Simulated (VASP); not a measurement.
# Cu (Pm-3m) in VASP: notebook

Cu is run at these levels: LDA; tasks: single point.

Program: VASP 6.6.1. These are calculated values, not measurements. Logs are shortened: lines on timing, memory, paths and dates and some standing lists are left out, and cuts for length are marked.

## 1. The cell of the first run

Symmetry: Pm-3m, No. 221, cubic system. The conventional cell has a = 2.327 Å, b = 2.327 Å, c = 2.327 Å, α = 90.00°, β = 90.00°, γ = 90.00°. Cu (site symmetry m-3m) has 6 Cu at 2.33 Å within 3.1 Å.

## 2. Single point, LDA

The input, INCAR:

```
PREC = Accurate
ENCUT = 600
EDIFF = 1E-6
ISMEAR = 0
SIGMA = 0.1
LREAL = F
LASPH = T
NELM = 120
ALGO = Normal
ISIF = 2
LWAVE = F
LCHARG = T
LELF = T
LVHAR = T
NBANDS = 12
GGA_COMPAT = F
```

The input, KPOINTS:

```
regular mesh
0
Gamma
  11 11 11
```

The input, POSCAR:

```
Cu
1.0
    2.3269928105      0.0000000000      0.0000000000
    0.0000000000      2.3269928105      0.0000000000
    0.0000000000      0.0000000000      2.3269928105
Cu
1
Direct
    0.0000000000      0.0000000000      0.0000000000
```

Potentials or basis: VASP PAW LDA potentials, release 64 (Cu).

Started as:

```console
$ cat potpaw_LDA.64/Cu/POTCAR > POTCAR
$ mpirun -np 1 vasp_std > vasp.out
```

OUTCAR:

```text
PREC = Accurate
   ENCUT = 600
   EDIFF = 1E-6
   ISMEAR = 0
   LREAL = F
   LASPH = T
   NELM = 120
   ISIF = 2

 ion  position               nearest neighbor table
   1  0.000  0.000  0.000-

  LATTYP: Found a simple cubic cell.
 ALAT       =     2.3269928105

  Lattice vectors:

 A1 = (   2.3269928105,   0.0000000000,   0.0000000000)
 A2 = (   0.0000000000,   2.3269928105,   0.0000000000)
 A3 = (   0.0000000000,   0.0000000000,   2.3269928105)

Analysis of symmetry for initial positions (statically):
=====================================================================
 Subroutine PRICEL returns:
 Original cell was already a primitive cell.

 Routine SETGRP: Setting up the symmetry group for a
 simple cubic supercell.

 Subroutine GETGRP returns: Found 48 space group operations
 (whereof 48 operations were pure point group operations)
 out of a pool of 48 trial point group operations.

The static configuration has the point symmetry O_h .

Analysis of symmetry for dynamics (positions and initial velocities):
=====================================================================
 Subroutine PRICEL returns:
 Original cell was already a primitive cell.

 Routine SETGRP: Setting up the symmetry group for a
 simple cubic supercell.

 Subroutine GETGRP returns: Found 48 space group operations
 (whereof 48 operations were pure point group operations)
 out of a pool of 48 trial point group operations.

The dynamic configuration has the point symmetry O_h .

 Subroutine INISYM returns: Found 48 space group operations
 (whereof 48 operations are pure point group operations),
 and found     1 'primitive' translations

----------------------------------------------------------------------------------------

                                     Primitive cell

  volume of cell :      12.6004

  direct lattice vectors                    reciprocal lattice vectors
     2.326992811  0.000000000  0.000000000     0.429739188  0.000000000  0.000000000
     0.000000000  2.326992811  0.000000000     0.000000000  0.429739188  0.000000000
     0.000000000  0.000000000  2.326992811     0.000000000  0.000000000  0.429739188

  length of vectors
     2.326992811  2.326992811  2.326992811     0.429739188  0.429739188  0.429739188

  position of ions in fractional coordinates (direct lattice)
     0.000000000  0.000000000  0.000000000

  ion indices of the primitive-cell ions
[... 80 lines left out ...]
   ISIF   =      2    stress and relaxation
   ISYM   =      2    0-nonsym 1-usesym 2-fastsym
   POTIM  = 0.5000    time-step for ionic-motion
   TEBEG  =    0.0;   TEEND  =   0.0 temperature during run
   PSTRESS=    0.0 pullay stress
   NELECT =      11.0000    total number of electrons
   NUPDOWN=      -1.0000    fix difference up-down
   EMIN   =  10.00;   EMAX   =-10.00  energy-range for DOS
   EFERMI =   0.00;   METHOD = LEGACY
   ISMEAR =     0;   SIGMA  =   0.10  broadening in eV -4-tet -1-fermi 0-gaus
   EFERMI_NEDOS =   21; number of points for ismear=-14 and -15
   IALGO  =     38    algorithm
   IMIX   =      4    mixing-type and parameters
     AMIX     =   0.40;   BMIX     =  1.00
     AMIX_MAG =   1.60;   BMIX_MAG =  1.00
  volume/ion in A,a.u.               =      12.60        85.03
  Fermi-wavevector in a.u.,A,eV,Ry     =   1.564627  2.956715 33.307826  2.448056
  Thomas-Fermi vector in A             =   2.667222
   LORBIT       =      0    0 simple, 1 ext, 2 COOP (PROOUT), +10 PAW based schemes
   GGA     = CA    functional components
   LHFCALC =     F    Hartree Fock is set to
   AEXX    =    0.0000 exact exchange contribution
   IVDW    =     0    specifies the selected vdW correction
   LEPSILON=     F    determine dielectric tensor
   LRPA    =     F    only Hartree local field effects (RPA)
 non-spin polarized calculation
 Gauss-broadening in eV      SIGMA  =   0.10
  energy-cutoff  :      600.00
  volume of cell :       12.60
 maximum number of plane-waves:       437
 NGX is ok and might be reduce to    20
   NGX =  9   NGY =  9   NGZ =  9

 number of electron      11.0000012 magnetization

 Free energy of the ion-electron system (eV)
  ---------------------------------------------------
  ext. energy  EPLUGINS =         0.00000000
  ---------------------------------------------------
  free energy    TOTEN  =        -4.17620240 eV

  energy without entropy =       -4.17401662  energy(sigma->0) =       -4.17510951

 E-fermi :   6.4377     XC(G=0): -12.6351

 val. band max:        6.2911124697   @ k =   0.4545   0.1818   0.0000
 cond. band min:       6.4419403755   @ k =   0.3636   0.2727   0.1818
 fundamental gap:      0.1508279057
 Fermi energy:         6.4376982565

 k-point     1 :       0.0000    0.0000    0.0000
  band No.  band energies     occupation
      1      -2.2591      2.00000
      2       2.1288      2.00000
      3       2.1288      2.00000
      4       5.0459      2.00000
      5       5.0459      2.00000
      6       5.0459      2.00000
      7      24.9736      0.00000
      8      24.9736      0.00000
      9      24.9736      0.00000
     10      28.6451      0.00000
     11      28.6451      0.00000
     12      33.0362      0.00000
[... 331 lines left out ...]
 k-point    24 :       0.2727    0.0909    0.0909
  band No.  band energies     occupation
      1       0.1699      2.00000
      2       2.5018      2.00000
      3       3.0212      2.00000
      4       4.4183      2.00000
      5       4.5393      2.00000
      6       4.9472      2.00000
      7      15.0801      0.00000
      8      24.3381      0.00000
      9      25.1736      0.00000
     10      33.1436      0.00000
     11      34.6284      0.00000
     12      36.3427      0.00000

 [... further k-points ...]

------------------------ aborting loop because EDIFF is reached ----------------------------------------

  FORCE on cell =-STRESS in cart. coord.  units (eV):
  Direction    XX          YY          ZZ          XY          YZ          ZX
  --------------------------------------------------------------------------------------
  -------------------------------------------------------------------------------------
  Total        0.0664278      0.0664278      0.0664278      0.0000000     -0.0000000     -0.0000000
  in kB        8.4464753      8.4464753      8.4464753      0.0000000     -0.0000000     -0.0000000
  external PRESSURE =       8.4464753 kB  Pullay stress =       0.0000000 kB

 VOLUME and BASIS-vectors are now :
 -----------------------------------------------------------------------------
  energy-cutoff  :      600.00
  volume of cell :       12.60
      direct lattice vectors                 reciprocal lattice vectors
     2.326992811  0.000000000  0.000000000     0.429739188  0.000000000  0.000000000
     0.000000000  2.326992811  0.000000000     0.000000000  0.429739188  0.000000000
     0.000000000  0.000000000  2.326992811     0.000000000  0.000000000  0.429739188

 POSITION                                       TOTAL-FORCE (eV/Angst)
 -----------------------------------------------------------------------------------
      0.00000      0.00000      0.00000         0.000000      0.000000      0.000000
 -----------------------------------------------------------------------------------
    total drift:                               -0.000000      0.000000     -0.000000

  FREE ENERGIE OF THE ION-ELECTRON SYSTEM (eV)
  ---------------------------------------------------
  free  energy   TOTEN  =        -4.1762024028 eV

  energy  without entropy=       -4.1740166190  energy(sigma->0) =       -4.17510951
```

Wall time 4.9 s (1 thread of AMD EPYC 9R45 (Zen 5), shared host); peak memory 0.09 GiB.

What came out:

```yaml
Free_energy: -4.1762 eV
Pressure: 0.8 GPa
```

## 3. Single point, LDA

This run uses another cell than the first one, of 12.41 Å³/atom, 0.985 times its volume.

Changes to INCAR since step 2:

```diff
@@ -11,5 +11,3 @@
 LWAVE = F
-LCHARG = T
-LELF = T
-LVHAR = T
+LCHARG = F
 NBANDS = 12
```

The input, KPOINTS:

```
Automatic mesh
0
Gamma
  11 11 11
```

The input, POSCAR:

```
Cu
1.0
    2.3152991820      0.0000000000      0.0000000000
    0.0000000000      2.3152991820      0.0000000000
    0.0000000000      0.0000000000      2.3152991820
Cu
1
Direct
    0.0000000000      0.0000000000      0.0000000000
```

Potentials or basis: VASP PAW LDA potentials, release 64 (Cu).

Started as:

```console
$ cat potpaw_LDA.64/Cu/POTCAR > POTCAR
$ mpirun -np 1 vasp_std > vasp.out
```

It took 4.5 s on 1 thread of AMD EPYC 9R45 (Zen 5), shared host; peak memory 0.08 GiB.

It converged, with:

```yaml
Free_energy: -4.1740 eV
Pressure: 3.1 GPa
```

Levels at points of the mesh, in eV from the Fermi level:
```
           k point  band 2  band 3  band 4  band 5  band 6  band 7  band 8  band 9  band 10  band 11
(0.00, 0.00, 0.00)   -4.39   -4.39   -1.41   -1.41   -1.41   18.70   18.70   18.70    22.40    22.40
```

## 4. Single point, LDA

The input, INCAR:

```
SYSTEM = Cu
ALGO = Normal
EDIFF = 1E-6
ENCUT = 600
GGA = CA
GGA_COMPAT = .FALSE.
ISIF = 2
ISMEAR = 0
LASPH = .TRUE.
LCHARG = .FALSE.
LREAL = .FALSE.
LWAVE = .FALSE.
NBANDS = 12
NELM = 120
PREC = Accurate
SIGMA = 0.1
```

The input, KPOINTS:

```
k-points
0
G
  11 11 11
  0 0 0
```

The input, POSCAR:

```
Cu
1.0
    2.3269928105      0.0000000000      0.0000000000
    0.0000000000      2.3269928105      0.0000000000
    0.0000000000      0.0000000000      2.3269928105
Cu
1
Direct
    0.0000000000      0.0000000000      0.0000000000
```

Started as:

```console
$ cat potpaw_LDA.64/Cu/POTCAR > POTCAR
$ mpirun -np 1 vasp_std > vasp.out
```

It took 5.5 s on 1 thread of AMD EPYC 9R45 (Zen 5), shared host; peak memory 0.09 GiB.

The run converged. Its results:

- Free energy: -4.1762 eV
- Pressure: 0.8 GPa

Levels at points of the mesh, in eV from the Fermi level:
| k point | band 3 | band 4 | band 5 | band 6 | band 7 | band 8 | band 9 | band 10 |
| --- | --- | --- | --- | --- | --- | --- | --- | --- |
| (0.00, 0.00, 0.00) | -4.31 | -1.39 | -1.39 | -1.39 | 18.54 | 18.54 | 18.54 | 22.21 |

## 5. Single point, LDA

This run uses another cell than the first one, of 12.79 Å³/atom, 1.015 times its volume.

The input, INCAR:

```
SYSTEM = Cu
PREC = Accurate
ENCUT = 600
EDIFF = 1E-6
ISMEAR = 0
SIGMA = 0.1
LREAL = .False.
LASPH = .True.
NELM = 120
ALGO = Normal
ISIF = 2
LWAVE = .False.
LCHARG = .False.
NBANDS = 12
GGA_COMPAT = .False.
```

The input, KPOINTS:

```
regular mesh
0
Gamma
  11 11 11
  0 0 0
```

The input, POSCAR:

```
Cu
1.0
    2.3385700798      0.0000000000      0.0000000000
    0.0000000000      2.3385700798      0.0000000000
    0.0000000000      0.0000000000      2.3385700798
Cu
1
Direct
    0.0000000000      0.0000000000      0.0000000000
```

Started as:

```console
$ cat potpaw_LDA.64/Cu/POTCAR > POTCAR
$ mpirun -np 1 vasp_std > vasp.out
```

Run time: 5.2 s. Hardware: 1 thread of AMD EPYC 9R45 (Zen 5), shared host; peak memory 0.09 GiB.

It converged, with:

| Quantity | Value |
| --- | --- |
| Free energy | -4.1758 eV |
| Pressure | -1.2 GPa |

Levels at points of the mesh, in eV from the Fermi level:
```
           k point  band 2  band 3  band 4  band 5  band 6  band 7  band 8  band 9  band 10  band 11
(0.00, 0.00, 0.00)   -4.23   -4.23   -1.38   -1.38   -1.38   18.37   18.37   18.37    22.02    22.02
```

## 6. Overview

| cell | gap on the mesh (eV) | pressure (GPa) |
| --- | --- | --- |
| a = 2.327 Å, 1 atom | none | 0.8 |
| a = 2.315 Å, 1 atom | none | 3.1 |
| a = 2.339 Å, 1 atom | none | -1.2 |

Alike in all rows: task single point; level LDA; potentials or basis VASP PAW LDA potentials, release 64 (Cu); no spin polarisation; k mesh 11 × 11 × 11; cutoff (eV) 600; smearing gaussian 0.1 eV.

Total energies depend on the potentials used, so only differences within one code and one set of settings carry meaning.
